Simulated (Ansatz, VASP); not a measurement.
## CdSe: VASP beside Ansatz

INCAR

```
SYSTEM = CdSe
PREC     = Accurate       ! precision mode
ENCUT    = 520            ! plane-wave cutoff, eV
EDIFF    = 1E-6           ! SCF threshold, eV
ISMEAR   = -1             ! smearing method
SIGMA    = 0.02           ! smearing width, eV
LREAL    = .FALSE.        ! projectors in reciprocal space
LASPH    = .TRUE.         ! aspherical terms in the spheres
NELM     = 100            ! most SCF steps
ALGO     = Normal         ! electronic algorithm
ISIF     = 2              ! what is computed and relaxed
LWAVE    = .FALSE.        ! write WAVECAR
LCHARG   = .FALSE.        ! write CHGCAR
GGA      = PE             ! functional
NBANDS   = 16             ! bands
```

KPOINTS

```
regular mesh
0
G
  8 8 8
  0 0 0
```

Contents of POSCAR:

```
CdSe
1.0
    0.0170261844      3.0677809647      3.0677809647
    3.0677809647      0.0170261844      3.0677809647
    3.0848071491      3.0848071491      0.0000000000
Cd Se
1 1
Direct
    0.0011915085      0.0011915085     -0.0011915085
    0.2488084915      0.2488084915      0.2511915085
```

Input for Ansatz:

```yaml
crystal:
  lattice:
    - [0.0170261844, 3.0677809647, 3.0677809647]
    - [3.0677809647, 0.0170261844, 3.0677809647]
    - [3.0848071491, 3.0848071491, 0.0]
  atoms:
    - { symbol: Cd, position: [0.0011915085, 0.0011915085, -0.0011915085] }
    - { symbol: Se, position: [0.2488084915, 0.2488084915, 0.2511915085] }
kpoints:
  mp_grid: { grid: [8, 8, 8] }
  band_path:
    path:
      - [0.0, 0.0, 0.0]
      - [-0.5, -0.5, 0.0]
      - [-0.375, -0.375, 0.25]
      - [-0.375, 0.0, 0.375]
      - [0.0, 0.0, 0.5]
      - [-0.5, -0.25, 0.25]
    npoints: 1
hamiltonian:
  xc: pbe
scf:
  occupations: { method: fermi_dirac, width: 0.02 }
  n_extra_bands: 4
output:
  forces: true
  stress: true
  eigenvalues: true
```

Change from the starting cell: shear_xy strain +1.1%.

Alike in both runs: task single point; functional PBE; k mesh 8 × 8 × 8; occupations fermi-dirac, width 0.02 eV; no spin polarisation.

|  | VASP | Ansatz |
| --- | --- | --- |
| version | VASP 6.6.1 | Ansatz 0.2.0 |
| potentials or method | VASP PAW PBE potentials, release 64 (Cd, Se) | plane waves, PAW |
| plane-wave cutoff (eV) | 520 | 420 |
| valence electrons in the cell | 18 | 36 |

|  | VASP | Ansatz | Ansatz less VASP |
| --- | --- | --- | --- |
| pressure (GPa) | 1.7 | 1.4 | -0.29 |
| traceless stress, the component that is largest in VASP (GPa) | -0.23 | -0.23 | +0.002 |

The functional is the same, so the differences come from potentials, cutoffs and numerics. VASP's potentials hold 18 valence electrons a cell and Ansatz's 36, so a difference there can come from the potentials and not from the codes.
